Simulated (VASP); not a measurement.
GaP: single point with r2SCAN

The system is GaP.

```xyz
2
Lattice="0.0000 2.7254 2.7254 2.7254 0.0000 2.7254 2.7254 2.7254 0.0000" Properties=species:S:1:pos:R:3 pbc="T T T"
Ga    0.0000    0.0000    0.0000
P     1.3627    1.3627    1.3627
```

| Quantity | Value |
| --- | --- |
| Program | VASP 6.6.1 |
| Task | single point |
| Functional | r2SCAN |
| Potentials or basis | VASP PAW PBE potentials, release 64 (Ga_d, P) |
| Cutoff | 520 eV |
| k mesh | 8 × 8 × 8 |
| Occupations | gaussian, width 0.01 eV |
| Spin | non-collinear spin, zero start, spin-orbit coupling |
| Starting moments | [[0.0, 0.0, 0.0], [0.0, 0.0, 0.0]] μB |

```json
{
  "Pressure": "-0.1 GPa",
  "Net moment": "0.00 μB per cell",
  "Valence electrons inside the program's atomic spheres": "Ga 11.70; P 2.55"
}
```

Moments on the atoms (μB; x, y, z):
```
Ga  0.00 0.00 0.00
P   0.00 0.00 0.00
```

Run time: 7.1 min on 1 thread of Intel(R) Xeon(R) 6975P-C (Granite Rapids) (shared host), peak memory 0.37 GiB.

Caveat: the PAW data sets were made with another functional, which shifts forces and pressure a little.
